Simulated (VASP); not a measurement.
Crystal: ScBSbP3.

```
Sc B Sb P
1.0
     4.00744    0.00000    0.00000
    -2.00372    3.47054    0.00000
     0.00000    0.00000    9.97550
Sc B Sb P
1 1 1 3
Direct
  0.33333 0.66667 0.17826
  0.00000 0.00000 0.57162
  0.66667 0.33333 0.80636
  0.00000 0.00000 0.29275
  0.00000 0.00000 0.76618
  0.33333 0.66667 0.76063
```

The cell was built from a structure type or drawn by symmetry, and may not be a known phase.

* Program: VASP 6.6.1
* Task: relaxation of cell and atoms
* Functional: PBE
* Potentials or basis: VASP PAW PBE potentials, release 64 (Sc_sv, B, Sb, P)
* Cutoff: 600 eV
* k mesh: 6 × 6 × 2
* Occupations: gaussian, width 0.1 eV
* Spin: no spin polarisation

At the start: pressure 20.6 GPa; volume 23.12 Å³/atom.

Problem. How do energy, volume and symmetry change on relaxing?

Solution. Over 86 steps the energy falls by 1468.5 meV/atom and the volume is 21.95 Å³/atom (-5.1 %); space group P3m1 (No. 156, to 0.1 Å) before and after.

Step by step:
```
step  energy change (eV)  largest force (eV/Å)  pressure (GPa)  volume (Å³)
   1              0.0000                4.4347           20.62       138.74
   4             -5.0810                4.3674           -3.43       165.36
   7             -5.5297               16.2844            4.73       142.25
  10             -6.0086               13.4455            3.26       142.79
  13             -6.3587               12.7028            7.06       133.97
  16             -7.3985                6.7689            2.41       133.95
  19             -7.6771                3.5680            2.10       134.32
  22             -7.8704                1.0292           -1.21       136.92
  25             -7.9446                0.9694           -1.17       135.79
  28             -8.0663                3.8916            0.76       125.20
  31             -8.2789                1.2606           -0.18       127.65
  34             -8.3265                0.7240            0.55       125.84
  37             -8.3462                0.6253            0.33       127.65
  40             -8.3806                1.0093           -1.58       133.74
  43             -8.4121                0.7147           -1.35       133.24
  46             -8.5319                1.3361           -2.68       143.76
  49             -8.5924                1.1762           -0.71       145.40
  52             -8.6682                0.4357           -0.39       140.58
  55             -8.6983                0.4604            0.56       136.82
  58             -8.7515                0.4869           -0.09       135.82
  61             -8.7708                0.3615           -0.07       135.11
  64             -8.7865                0.2578           -0.12       134.21
  67             -8.7921                0.1984           -0.09       133.37
  70             -8.7987                0.1061            0.70       131.36
  73             -8.8062                0.1920            0.03       132.04
  76             -8.8077                0.0707            0.00       132.29
  79             -8.8090                0.0728           -0.23       132.55
  82             -8.8098                0.0648            0.09       131.87
  85             -8.8104                0.0558            0.04       131.74
  86             -8.8108                0.0339            0.03       131.71
```

Final structure:
```yaml
crystal:
  lattice:
    - [4.58258, 0.00000, 0.00000]
    - [-2.29129, 3.96863, 0.00000]
    - [0.00000, 0.00000, 7.24199]
  atoms:
    - { symbol: Sc, position: [0.33333, 0.66667, 0.20136] }
    - { symbol: B, position: [0.00000, 0.00000, 0.46498] }
    - { symbol: Sb, position: [0.66667, 0.33333, 0.94802] }
    - { symbol: P, position: [0.00000, 0.00000, 0.21686] }
    - { symbol: P, position: [0.00000, 0.00000, 0.70955] }
    - { symbol: P, position: [0.33333, 0.66667, 0.83503] }
```

Caveat: a cell axis changed by over 15 % at a fixed basis, so the end point is rough.
